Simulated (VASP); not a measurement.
# V2Br (P6/mmm) in VASP: further runs

Runs on V2Br. Level: PBE. Tasks: relaxation of cell and atoms.

Program: VASP 6.6.1. These are calculated values, not measurements. Logs are shortened: lines on timing, memory, paths and dates and some standing lists are left out, and cuts for length are marked.

## 1. The cell of the first run

The structure is hexagonal, space group P6/mmm (No. 191). Conventional cell: a = 3.817 Å, b = 3.817 Å, c = 4.121 Å, α = 90.00°, β = 90.00°, γ = 120.00°. Within 2.9 Å of V (site symmetry -6m2) lie 3 V at 2.20 Å. Br (site symmetry 6/mmm) has 12 V at 3.02 Å and 8 Br at 3.82 to 4.12 Å within 4.2 Å.

## 2. Relaxation of cell and atoms, PBE

INCAR

```
SYSTEM = V2Br
ALGO = Normal
EDIFF = 1E-6
EDIFFG = -0.04
ENCUT = 600
GGA = PE
IBRION = 2
ISIF = 3
ISMEAR = 0
LASPH = .True.
LCHARG = .False.
LREAL = .False.
LWAVE = .False.
NELM = 80
NSW = 90
PREC = Accurate
SIGMA = 0.1
```

KPOINTS

```
k-points
0
Gamma
  6 6 4
  0 0 0
```

POSCAR

```
V2Br
1.0
    3.8168427255      0.0000000000      0.0000000000
   -1.9084213628      3.3054827626      0.0000000000
    0.0000000000      0.0000000000      4.1211757003
V Br
2 1
Direct
    0.3333333333      0.6666666667      0.5000000000
    0.6666666667      0.3333333333      0.5000000000
    0.0000000000      0.0000000000      0.0000000000
```

Potentials or basis: VASP PAW PBE potentials, release 64 (V_sv, Br).

Started as:

```
cat potpaw_PBE.64/V_sv/POTCAR potpaw_PBE.64/Br/POTCAR > POTCAR
mpirun -np 1 vasp_std > vasp.out
```

OUTCAR:

```text
SYSTEM = V2Br
   EDIFF = 1E-6
   EDIFFG = -0.04
   ENCUT = 600
   GGA = PE
   IBRION = 2
   ISIF = 3
   ISMEAR = 0
   LASPH = .True.
   LREAL = .False.
   NELM = 80
   NSW = 90
   PREC = Accurate

 ion  position               nearest neighbor table
   1  0.333  0.667  0.500-   2 2.20   2 2.20   2 2.20
   2  0.667  0.333  0.500-   1 2.20   1 2.20   1 2.20
   3  0.000  0.000  0.000-

  LATTYP: Found a hexagonal cell.
 ALAT       =     3.8168427255
 C/A-ratio  =     1.0797342193

  Lattice vectors:

 A1 = (   3.8168427255,   0.0000000000,   0.0000000000)
 A2 = (  -1.9084213628,   3.3054827626,   0.0000000000)
 A3 = (   0.0000000000,   0.0000000000,   4.1211757003)

Analysis of symmetry for initial positions (statically):
=====================================================================
 Subroutine PRICEL returns:
 Original cell was already a primitive cell.

 Routine SETGRP: Setting up the symmetry group for a
 hexagonal supercell.

 Subroutine GETGRP returns: Found 24 space group operations
 (whereof 24 operations were pure point group operations)
 out of a pool of 24 trial point group operations.

The static configuration has the point symmetry D_6h.

Analysis of symmetry for dynamics (positions and initial velocities):
=====================================================================
 Subroutine PRICEL returns:
 Original cell was already a primitive cell.

 Routine SETGRP: Setting up the symmetry group for a
 hexagonal supercell.

 Subroutine GETGRP returns: Found 24 space group operations
 (whereof 24 operations were pure point group operations)
 out of a pool of 24 trial point group operations.

The dynamic configuration has the point symmetry D_6h.

 Subroutine INISYM returns: Found 24 space group operations
 (whereof 24 operations are pure point group operations),
 and found     1 'primitive' translations

----------------------------------------------------------------------------------------

                                     Primitive cell

  volume of cell :      51.9948

  direct lattice vectors                    reciprocal lattice vectors
     3.816842725  0.000000000  0.000000000     0.261996648  0.151263835  0.000000000
    -1.908421363  3.305482763  0.000000000     0.000000000  0.302527670  0.000000000
     0.000000000  0.000000000  4.121175700     0.000000000  0.000000000  0.242649203

  length of vectors
     3.816842725  3.816842726  4.121175700     0.302527670  0.302527670  0.242649203

  position of ions in fractional coordinates (direct lattice)
     0.333333333  0.666666667  0.500000000
     0.666666667  0.333333333  0.500000000
     0.000000000  0.000000000  0.000000000

  ion indices of the primitive-cell ions
   primitive index   ion index
                 1           1
                 2           2
                 3           3

----------------------------------------------------------------------------------------

 KPOINTS: k-points

Automatic generation of k-mesh.
 Grid dimensions read from file:
 generate k-points for:    6    6    4

 Generating k-lattice:

  Cartesian coordinates                     Fractional coordinates (reciprocal lattice)
     0.043666108  0.025210639  0.000000000     0.166666667 -0.000000000  0.000000000
     0.000000000  0.050421278  0.000000000     0.000000000  0.166666667  0.000000000
     0.000000000  0.000000000  0.060662301     0.000000000  0.000000000  0.250000000

  Length of vectors
     0.050421278  0.050421278  0.060662301

  Shift w.r.t. Gamma in fractional coordinates (k-lattice)
     0.000000000  0.000000000  0.000000000

 Subroutine IBZKPT returns following result:
 ===========================================

 Found     21 irreducible k-points:

 Following reciprocal coordinates:
            Coordinates               Weight
  0.000000  0.000000  0.000000      1.000000
  0.166667 -0.000000  0.000000      6.000000
  0.333333  0.000000  0.000000      6.000000
  0.500000  0.000000  0.000000      3.000000
  0.166667  0.166667  0.000000      6.000000
  0.333333  0.166667  0.000000     12.000000
[... 13 lines left out ...]
  0.333333  0.166667  0.500000     12.000000
  0.333333  0.333333  0.500000      2.000000
   k-points           NKPTS =     21   k-points in BZ     NKDIM =     21   number of bands    NBANDS=     20
   number of dos      NEDOS =    301   number of ions     NIONS =      3
   total plane-waves  NPLWV =  32400
   dimension x,y,z NGX =    30 NGY =   30 NGZ =   36
   dimension x,y,z NGXF=    60 NGYF=   60 NGZF=   72
   ions per type =               2   1
   NGX,Y,Z   is equivalent  to a cutoff of  13.07, 13.07, 14.52 a.u.
   NGXF,Y,Z  is equivalent  to a cutoff of  26.13, 26.13, 29.04 a.u.
 SYSTEM =  V2Br
   PREC   = accura    normal or accurate (medium, high low for compatibility)
   ISTART =      0    job   : 0-new  1-cont  2-samecut
   ICHARG =      2    charge: 1-file 2-atom 10-const
   ISPIN  =      1    spin polarized calculation?
   LNONCOLLINEAR =      F non collinear calculations
   LSORBIT =      F    spin-orbit coupling
   LASPH  =      T    aspherical Exc in radial PAW
   ENCUT  =  600.0 eV  44.10 Ry    6.64 a.u.   7.62  7.62  8.23*2*pi/ulx,y,z
   NELM   =     80;   NELMIN=  2; NELMDL= -5     # of ELM steps
   EDIFF  = 0.1E-05   stopping-criterion for ELM
   LREAL  =      F    real-space projection
   EDIFFG = -.4E-01   stopping-criterion for IOM
   NSW    =     90    number of steps for IOM
   IBRION =      2    ionic relax: 0-MD 1-quasi-New 2-CG
   NFREE  =      1    steps in history (QN), initial steepest desc. (CG)
   ISIF   =      3    stress and relaxation
   ISYM   =      2    0-nonsym 1-usesym 2-fastsym
   POTIM  = 0.5000    time-step for ionic-motion
   TEBEG  =    0.0;   TEEND  =   0.0 temperature during run
   PSTRESS=    0.0 pullay stress
   NELECT =      33.0000    total number of electrons
   NUPDOWN=      -1.0000    fix difference up-down
   EMIN   =  10.00;   EMAX   =-10.00  energy-range for DOS
   EFERMI =   0.00;   METHOD = LEGACY
   ISMEAR =     0;   SIGMA  =   0.10  broadening in eV -4-tet -1-fermi 0-gaus
   EFERMI_NEDOS =   21; number of points for ismear=-14 and -15
   IALGO  =     38    algorithm
   IMIX   =      4    mixing-type and parameters
     AMIX     =   0.40;   BMIX     =  1.00
     AMIX_MAG =   1.60;   BMIX_MAG =  1.00
  volume/ion in A,a.u.               =      17.33       116.96
  Fermi-wavevector in a.u.,A,eV,Ry     =   1.406888  2.658632 26.930454  1.979333
  Thomas-Fermi vector in A             =   2.529202
   LORBIT       =      0    0 simple, 1 ext, 2 COOP (PROOUT), +10 PAW based schemes
   GGA     = PE    functional components
   LHFCALC =     F    Hartree Fock is set to
   AEXX    =    0.0000 exact exchange contribution
   IVDW    =     0    specifies the selected vdW correction
   LEPSILON=     F    determine dielectric tensor
   LRPA    =     F    only Hartree local field effects (RPA)
 conjugate gradient relaxation of ions
 non-spin polarized calculation
 Gauss-broadening in eV      SIGMA  =   0.10
  energy-cutoff  :      600.00
  volume of cell :       51.99
 maximum number of plane-waves:      1758
   NGX = 15   NGY = 15   NGZ = 17

--------------------------------------- Ionic step        1  -------------------------------------------

 number of electron      33.0000013 magnetization

 Free energy of the ion-electron system (eV)
  ---------------------------------------------------
  ext. energy  EPLUGINS =         0.00000000
  ---------------------------------------------------
  free energy    TOTEN  =       -15.89770009 eV

  energy without entropy =      -15.87480281  energy(sigma->0) =      -15.88625145

------------------------ aborting loop because EDIFF is reached ----------------------------------------

  FORCE on cell =-STRESS in cart. coord.  units (eV):
  Direction    XX          YY          ZZ          XY          YZ          ZX
  --------------------------------------------------------------------------------------
  -------------------------------------------------------------------------------------
  Total        2.6328479      2.6328479     -0.2192034     -0.0000000     -0.0000000      0.0000000
  in kB       81.1289897     81.1289897     -6.7545693     -0.0000000     -0.0000000      0.0000000
  external PRESSURE =      51.8344701 kB  Pullay stress =       0.0000000 kB
[... 92 lines left out ...]
  FREE ENERGIE OF THE ION-ELECTRON SYSTEM (eV)
  ---------------------------------------------------
  free  energy   TOTEN  =       -16.0061207396 eV

  energy  without entropy=      -15.9853898242  energy(sigma->0) =      -15.99575528

 E-fermi :  10.5313     XC(G=0): -12.4334

 val. band max:       10.4996372366   @ k =   0.3333   0.1667   0.2500
 cond. band min:      10.5804573747   @ k =   0.1667   0.1667   0.2500
 fundamental gap:      0.0808201380
 Fermi energy:        10.5312915034

 k-point     1 :       0.0000    0.0000    0.0000
  band No.  band energies     occupation
      1     -53.6106      2.00000
      2     -53.4121      2.00000
      3     -27.6888      2.00000
      4     -27.6888      2.00000
      5     -27.2493      2.00000
      6     -27.1211      2.00000
[... 12 lines left out ...]
     19      12.8747      0.00000
[... 444 lines left out ...]
      4     -27.6930      2.00000
      5     -27.6930      2.00000
      6     -27.3431      2.00000
[... 12 lines left out ...]
     19      11.5705      0.00000
     20      11.5705      0.00000

[... ionic steps 4 to 17 ...]

--------------------------------------- Ionic step       18  -------------------------------------------

 number of electron      32.9999974 magnetization

------------------------ aborting loop because EDIFF is reached ----------------------------------------

  FORCE on cell =-STRESS in cart. coord.  units (eV):
  Direction    XX          YY          ZZ          XY          YZ          ZX
  --------------------------------------------------------------------------------------
  -------------------------------------------------------------------------------------
  Total       -0.0709706     -0.0709706      0.2279934      0.0000000     -0.0000000      0.0000000
  in kB       -2.3398460     -2.3398460      7.5167651      0.0000000     -0.0000000      0.0000000
  external PRESSURE =       0.9456910 kB  Pullay stress =       0.0000000 kB
[... 59 lines left out ...]
  energy  without entropy=      -16.6238853390  energy(sigma->0) =      -16.63808528

--------------------------------------- Ionic step       20  -------------------------------------------

 number of electron      32.9999974 magnetization

 Free energy of the ion-electron system (eV)
  ---------------------------------------------------
  ext. energy  EPLUGINS =         0.00000000
  ---------------------------------------------------
  free energy    TOTEN  =       -16.65243209 eV

  energy without entropy =      -16.62384279  energy(sigma->0) =      -16.63813744

 E-fermi :   8.9849     XC(G=0): -11.7743

 val. band max:        8.9579635697   @ k =   0.3333   0.1667   0.2500
 cond. band min:       8.9901528848   @ k =   0.1667   0.1667   0.2500
 fundamental gap:      0.0321893151
 Fermi energy:         8.9848878937

 k-point     1 :       0.0000    0.0000    0.0000
  band No.  band energies     occupation
      1     -55.1958      2.00000
      2     -55.0249      2.00000
      3     -29.2097      2.00000
      4     -29.2097      2.00000
      5     -29.0577      2.00000
      6     -28.9363      2.00000
[... 12 lines left out ...]
     19       9.4229      0.00000
[... 489 lines left out ...]
  FREE ENERGIE OF THE ION-ELECTRON SYSTEM (eV)
  ---------------------------------------------------
  free  energy   TOTEN  =       -16.6524320864 eV

  energy  without entropy=      -16.6238427872  energy(sigma->0) =      -16.63813744

 reached required accuracy - stopping structural energy minimisation
```

It took 7.6 min on 1 thread of Intel Xeon 8259CL, shared host; peak memory 0.2 GiB.

What came out:

```
Free energy                           : -16.6524 eV
Relaxed volume                        : 16.23 Å³/atom
Relaxed cell                          : a = 4.378 Å, b = 4.378 Å, c = 2.933 Å, α = 90.00°, β = 90.00°, γ = 120.00°
Space group after relaxing (to 0.1 Å) : P6/mmm (No. 191)
Pressure after relaxing               : -0.2 GPa
Band gap on the k mesh                : zero (an odd number of electrons rules out a gap without spin polarisation)
```

Final structure:
```cif
data_structure
_symmetry_space_group_name_H-M 'P 1'
_symmetry_Int_Tables_number 1
_cell_length_a 4.3782
_cell_length_b 4.3782
_cell_length_c 2.9327
_cell_angle_alpha 90.000
_cell_angle_beta 90.000
_cell_angle_gamma 120.000
_cell_volume 48.68
loop_
_atom_site_label
_atom_site_type_symbol
_atom_site_fract_x
_atom_site_fract_y
_atom_site_fract_z
_atom_site_occupancy
V1 V 0.33333 0.66667 0.50000 1
V2 V 0.66667 0.33333 0.50000 1
Br1 Br 0.00000 0.00000 0.00000 1
```

Caveat: the k points lie up to 0.54 Å⁻¹ apart in the final cell, too coarse for converged energies and pressures of a metal; a cell axis changed by over 15 % at a fixed basis, so the end point is rough; the run has no spin polarisation, though such a crystal can be magnetic.

## 3. Relaxation of cell and atoms, PBE

This run uses another cell than the first one, of 16.20 Å³/atom.

INCAR

```
  PREC = Accurate
  ENCUT = 600
  EDIFF = 1E-6
  ISMEAR = 0
  SIGMA = 0.1
  LREAL = False
  LASPH = True
  NELM = 60
  ALGO = Normal
  ISIF = 3
  LWAVE = False
  LCHARG = False
  GGA = PE
  IBRION = 2
  NSW = 90
  EDIFFG = -0.04
```

KPOINTS

```
Automatic mesh
0
Gamma
  6 6 6
```

POSCAR

```
V2Br
1.0
    4.3726619035      0.0000000000      0.0000000000
   -2.1863309517      3.7868362906      0.0000000000
    0.0000000000      0.0000000000      2.9347906963
V Br
2 1
Direct
    0.3333333333      0.6666666667      0.5000000000
    0.6666666667      0.3333333333      0.5000000000
    0.0000000000      0.0000000000      0.0000000000
```

Potentials or basis: VASP PAW PBE potentials, release 64 (V_sv, Br).

Started as:

```
cat potpaw_PBE.64/V_sv/POTCAR potpaw_PBE.64/Br/POTCAR > POTCAR
mpirun -np 1 vasp_std > vasp.out
```

OUTCAR:

```text
PREC = Accurate
   ENCUT = 600
   EDIFF = 1E-6
   ISMEAR = 0
   LREAL = False
   LASPH = True
   NELM = 60
   ISIF = 3
   GGA = PE
   IBRION = 2
   NSW = 90
   EDIFFG = -0.04

 ion  position               nearest neighbor table
   1  0.333  0.667  0.500-   2 2.52   2 2.52   2 2.52
   2  0.667  0.333  0.500-   1 2.52   1 2.52   1 2.52
   3  0.000  0.000  0.000-

  LATTYP: Found a hexagonal cell.
 ALAT       =     4.3726619035
 C/A-ratio  =     0.6711679890

  Lattice vectors:

 A1 = (   4.3726619035,   0.0000000000,   0.0000000000)
 A2 = (  -2.1863309517,   3.7868362906,   0.0000000000)
 A3 = (   0.0000000000,   0.0000000000,   2.9347906963)

Analysis of symmetry for initial positions (statically):
=====================================================================
 Subroutine PRICEL returns:
 Original cell was already a primitive cell.

 Routine SETGRP: Setting up the symmetry group for a
 hexagonal supercell.

 Subroutine GETGRP returns: Found 24 space group operations
 (whereof 24 operations were pure point group operations)
 out of a pool of 24 trial point group operations.
[... 208 lines left out ...]
  ext. energy  EPLUGINS =         0.00000000
  ---------------------------------------------------
  free energy    TOTEN  =       -16.70341734 eV

  energy without entropy =      -16.68747638  energy(sigma->0) =      -16.69544686

 E-fermi :   9.0093     XC(G=0): -11.8034

 val. band max:        9.0043636906   @ k =   0.3333   0.1667   0.0000
 cond. band min:       9.0279794988   @ k =   0.1667   0.1667   0.3333
 fundamental gap:      0.0236158082
 Fermi energy:         9.0093466722

 k-point     1 :       0.0000    0.0000    0.0000
  band No.  band energies     occupation
      1     -55.1227      2.00000
      2     -54.9490      2.00000
      3     -29.1468      2.00000
      4     -29.1468      2.00000
      5     -28.9661      2.00000
      6     -28.8431      2.00000
[... 541 lines left out ...]
     19      10.1939      0.00000
     20      10.5710      0.00000

 [... further k-points ...]
[... 5 lines left out ...]
  --------------------------------------------------------------------------------------
  -------------------------------------------------------------------------------------
  Total        0.0717833      0.0717833      0.0281399      0.0000000     -0.0000000     -0.0000000
  in kB        2.3751836      2.3751836      0.9311011      0.0000000     -0.0000000     -0.0000000
  external PRESSURE =       1.8938228 kB  Pullay stress =       0.0000000 kB

 VOLUME and BASIS-vectors are now :
 -----------------------------------------------------------------------------
  energy-cutoff  :      600.00
  volume of cell :       48.42
      direct lattice vectors                 reciprocal lattice vectors
     4.372333662 -0.000000000  0.000000000     0.228710816  0.132046251  0.000000000
    -2.186166831  3.786552025  0.000000000     0.000000000  0.264092502  0.000000000
     0.000000000 -0.000000000  2.924688061    -0.000000000 -0.000000000  0.341916806

 POSITION                                       TOTAL-FORCE (eV/Angst)
 -----------------------------------------------------------------------------------
     -0.00000      2.52437      1.46234        -0.000000     -0.000000      0.000000
      2.18617      1.26218      1.46234         0.000000      0.000000      0.000000
      4.37233     -0.00000      2.92469        -0.000000     -0.000000      0.000000
 -----------------------------------------------------------------------------------
    total drift:                                0.000000      0.000000     -0.000000

  FREE ENERGIE OF THE ION-ELECTRON SYSTEM (eV)
  ---------------------------------------------------
  free  energy   TOTEN  =       -16.7034173370 eV

  energy  without entropy=      -16.6874763776  energy(sigma->0) =      -16.69544686

 reached required accuracy - stopping structural energy minimisation
```

OSZICAR:

```text
N       E                     dE             d eps       ncg     rms          rms(c)
DAV:   1     0.435834601796E+03    0.43583E+03   -0.21062E+04  1160   0.192E+03
DAV:   2     0.896026295006E+01   -0.42687E+03   -0.42039E+03  1124   0.575E+02
DAV:   3    -0.169108868908E+02   -0.25871E+02   -0.24839E+02  1536   0.134E+02
DAV:   4    -0.177993289717E+02   -0.88844E+00   -0.86468E+00  1380   0.212E+01
[... 12 lines left out ...]
DAV:   3    -0.167035923177E+02    0.11489E-02   -0.49894E-03  1296   0.608E-01    0.122E-01
DAV:   4    -0.167034286353E+02    0.16368E-03   -0.65014E-04  1396   0.202E-01    0.860E-02
DAV:   5    -0.167034225553E+02    0.60800E-05   -0.22082E-05  1452   0.421E-02    0.632E-02
DAV:   6    -0.167034175121E+02    0.50432E-05   -0.17394E-05  1280   0.401E-02    0.802E-03
DAV:   7    -0.167034173370E+02    0.17513E-06   -0.49825E-07   700   0.714E-03
   2 F= -.16703417E+02 E0= -.16695447E+02  d E =-.291218E-03
```

CONTCAR:

```text
V2Br
   1.00000000000000
     4.3723336624088089   -0.0000000000000043    0.0000000000000000
    -2.1861668311544120    3.7865520254764631    0.0000000000000000
     0.0000000000000000   -0.0000000000000000    2.9246880608148307
  V               Br
     2     1
Direct
     0.3333333332999970    0.6666666667000030    0.5000000000000000
     0.6666666667000030    0.3333333332999970    0.5000000000000000
     1.0000000000000000    0.0000000000000000    1.0000000000000000

  0.00000000E+00  0.00000000E+00  0.00000000E+00
  0.00000000E+00  0.00000000E+00  0.00000000E+00
  0.00000000E+00  0.00000000E+00  0.00000000E+00
```

Run time: 43 s. Hardware: 1 thread of Intel Xeon 8259CL, shared host; peak memory 0.2 GiB.

What came out:

* Free energy: -16.7034 eV
* Relaxed volume: 16.14 Å³/atom
* Relaxed cell: a = 4.372 Å, b = 4.372 Å, c = 2.925 Å, α = 90.00°, β = 90.00°, γ = 120.00°
* Space group after relaxing (to 0.1 Å): P6/mmm (No. 191)
* Energy gained by relaxing: 0.1 meV/atom
* Ionic steps: 2
* Pressure after relaxing: 0.2 GPa
* Band gap on the k mesh: zero (an odd number of electrons rules out a gap without spin polarisation)

Step by step:
```csv
step,energy change (eV),largest force (eV/Å),pressure (GPa),volume (Å³)
1,0.0000,0.0000,-0.25,48.60
2,-0.0003,0.0000,0.19,48.42
```

Final structure:
```cif
data_structure
_symmetry_space_group_name_H-M 'P 1'
_symmetry_Int_Tables_number 1
_cell_length_a 4.3723
_cell_length_b 4.3723
_cell_length_c 2.9247
_cell_angle_alpha 90.000
_cell_angle_beta 90.000
_cell_angle_gamma 120.000
_cell_volume 48.42
loop_
_atom_site_label
_atom_site_type_symbol
_atom_site_fract_x
_atom_site_fract_y
_atom_site_fract_z
_atom_site_occupancy
V1 V 0.33333 0.66667 0.50000 1
V2 V 0.66667 0.33333 0.50000 1
Br1 Br 0.00000 0.00000 0.00000 1
```

Caveat: the run has no spin polarisation, though such a crystal can be magnetic.

The gap in the log of VASP goes by the Fermi energy; the results here count the filled bands.